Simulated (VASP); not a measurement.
Input of a VASP 6.6.1 run:

INCAR

```
  PREC = Accurate
  ENCUT = 500
  EDIFF = 1E-6
  ISMEAR = 0
  SIGMA = 0.01
  LREAL = False
  LASPH = True
  NELM = 120
  ALGO = Normal
  ISIF = 2
  LWAVE = False
  LCHARG = False
  GGA = PE
  NBANDS = 15
  GGA_COMPAT = False
```

File KPOINTS:

```
Automatic mesh
0
Gamma
  5 5 5
```

POSCAR

```
RbCl
1.0
    0.0000000000      3.3010590783      3.3010590783
    3.3010590783      0.0000000000      3.3010590783
    3.3010590783      3.3010590783      0.0000000000
Rb Cl
1 1
Direct
    0.0000000000      0.0000000000      0.0000000000
    0.5000000000      0.5000000000      0.5000000000
```

Potentials or basis: VASP PAW PBE potentials, release 64 (Rb_sv, Cl).

Launch:

```sh
$ cat potpaw_PBE.64/Rb_sv/POTCAR potpaw_PBE.64/Cl/POTCAR > POTCAR
$ mpirun -np 1 vasp_std > vasp.out
```

Q: Estimate the pressure.

A: 0.7 GPa.

Q: Predict the band gap on the k mesh.

A: 4.97 eV, direct.
